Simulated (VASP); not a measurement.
## In3As: single point with r2SCAN+D4

The system is In3As.

```xyz
4
Lattice="4.5955 0.0000 0.0000 0.0000 4.5955 0.0000 0.0000 0.0000 4.5955" Properties=species:S:1:pos:R:3 pbc="T T T"
In    0.0000    2.2977    2.2977
In    2.2977    0.0000    2.2977
In    2.2977    2.2977    0.0000
As    0.0000    0.0000    0.0000
```

```json
{"Program": "VASP 6.6.1", "Task": "single point", "Functional": "r2SCAN", "Dispersion": "D4", "Potentials or basis": "VASP PAW PBE potentials, release 64 (In_d, As)", "Cutoff": "520 eV", "k mesh": "4 × 4 × 4", "Occupations": "fermi-dirac, width 0.01 eV", "Spin": "no spin polarisation", "Dipole correction": "no", "Further INCAR settings": "ALGO = Normal; EDIFF = 1e-07; NBANDS = 30"}
```

The pressure is 0.0 GPa, the band gap on the k mesh is zero (bands 22 and 23 overlap by 4.43 eV) and the dispersion energy per atom is -0.128 eV.

Levels at points of the mesh, in eV from the Fermi level:
```
           k point  band 18  band 19  band 20  band 21  band 22  band 23  band 24  band 25  band 26  band 27
(0.00, 0.00, 0.00)    -3.64    -3.64    -3.64    -2.07    -2.07     1.85     1.85     1.85     4.63     4.63
(0.50, 0.00, 0.00)    -4.75    -2.24    -2.24    -1.26    -0.50    -0.50    -0.42     1.27     4.78     4.78
(0.50, 0.50, 0.00)    -6.72    -6.65    -1.34    -0.63     0.25     0.25     1.68     1.69     1.69     1.87
(0.50, 0.50, 0.50)    -4.78    -4.78    -4.72    -4.72    -4.72    -4.18     4.86     4.86     4.86     9.28
```

Wall time 4.5 min on 1 thread of Intel Xeon 8259CL, on a shared host, peak memory 0.22 GiB.

Caveat: the PAW data sets were made with another functional, which shifts forces and pressure a little; spin-orbit coupling is left out, which moves the levels of the heavy elements.
